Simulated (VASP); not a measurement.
TiB2, 3 atoms in the cell. The structure is orthorhombic, space group Cmmm (No. 65). The conventional cell has a = 3.032 Å, b = 5.304 Å, c = 3.224 Å, α = 90.00°, β = 90.00°, γ = 90.00°. Within 3.1 Å of Ti (site symmetry mmm) lie 12 B at 2.38 to 2.39 Å and 6 Ti at 3.03 to 3.05 Å. B (site symmetry m2m) has 3 B at 1.75 to 1.77 Å and 6 Ti at 2.38 to 2.39 Å within 2.4 Å.  This cell differs from its parent crystal: strain +0.0100 x Voigt [0, 1, 0, 0, 0, 0].

| Property | Result |
| --- | --- |
| Program | VASP 6.6.1 |
| Task | single point |
| Functional | PBE |
| Potentials or basis | VASP PAW PBE potentials, release 64 (Ti_sv, B) |
| Cutoff | 520 eV |
| k mesh | 18 × 18 × 14 |
| Occupations | gaussian, width 0.15 eV |
| Spin | no spin polarisation |
| Dipole correction | no |
| Further INCAR settings | ALGO = Normal; EDIFF = 1e-06; NBANDS = 16 |

Potentials or basis: VASP PAW PBE potentials, release 64 (Ti_sv, B).

Run with:

```bash
$ cat potpaw_PBE.64/Ti_sv/POTCAR potpaw_PBE.64/B/POTCAR > POTCAR
$ mpirun -np 1 vasp_std > vasp.out
```

Hardware: 1 thread of Intel(R) Xeon(R) 6975P-C (Granite Rapids), on a shared host.

**Question.** How long does it take, and how much memory?

**Answer.** It took 82 s on 1 thread of Intel(R) Xeon(R) 6975P-C (Granite Rapids), with other jobs on the host, peak memory 0.39 GiB. Counts: scf iterations 13, k points 728.
